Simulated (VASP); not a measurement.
HfH3:

```
Hf H
1.0
    -1.52651    1.52651    3.03403
     1.52651   -1.52651    3.03403
     1.52651    1.52651   -3.03403
Hf H
1 3
Direct
  0.00000 0.00000 0.00000
  0.75000 0.25000 0.50000
  0.25000 0.75000 0.50000
  0.50000 0.50000 0.00000
```

| Quantity | Value |
| --- | --- |
| Program | VASP 6.6.1 |
| Task | relaxation of cell and atoms |
| Functional | PBEsol |
| Dispersion | D3(BJ) |
| Potentials or basis | VASP PAW PBE potentials, release 64 (Hf_pv, H) |
| Cutoff | 600 eV |
| k mesh | 12 × 12 × 12 |
| Occupations | methfessel-paxton, width 0.1 eV |
| Spin | no spin polarisation |

At the start: pressure -9.1 GPa; volume 7.07 Å³/atom.

Problem. How do energy, volume and symmetry change on relaxing?

Solution. Over 5 steps the energy falls by 16.5 meV/atom and the volume is 6.59 Å³/atom (-6.9 %); space group I4/mmm (No. 139, to 0.1 Å) before and after.

Step by step:
| step | energy change (eV) | largest force (eV/Å) | pressure (GPa) | volume (Å³) |
| --- | --- | --- | --- | --- |
| 1 | 0.0000 | 0.0000 | -9.09 | 28.28 |
| 2 | -0.0570 | 0.0000 | -1.04 | 26.67 |
| 3 | -0.0582 | 0.0000 | 0.45 | 26.42 |
| 4 | -0.0635 | 0.0000 | 0.21 | 26.39 |
| 5 | -0.0660 | 0.0000 | -0.07 | 26.34 |

Final structure:
```xyz
4
Lattice="-1.5100 1.5100 2.8882 1.5100 -1.5100 2.8882 1.5100 1.5100 -2.8882" Properties=species:S:1:pos:R:3 pbc="T T T"
Hf   -1.5100    1.5100    2.8882
H     0.0000    1.5100    1.4441
H     1.5100    0.0000    1.4441
H     0.0000    0.0000    2.8882
```

Caveat: the PAW data sets were made with another functional, which shifts forces and pressure a little; an odd number of electrons without spin polarisation forces a metal; a magnetic or distorted state may lie lower.
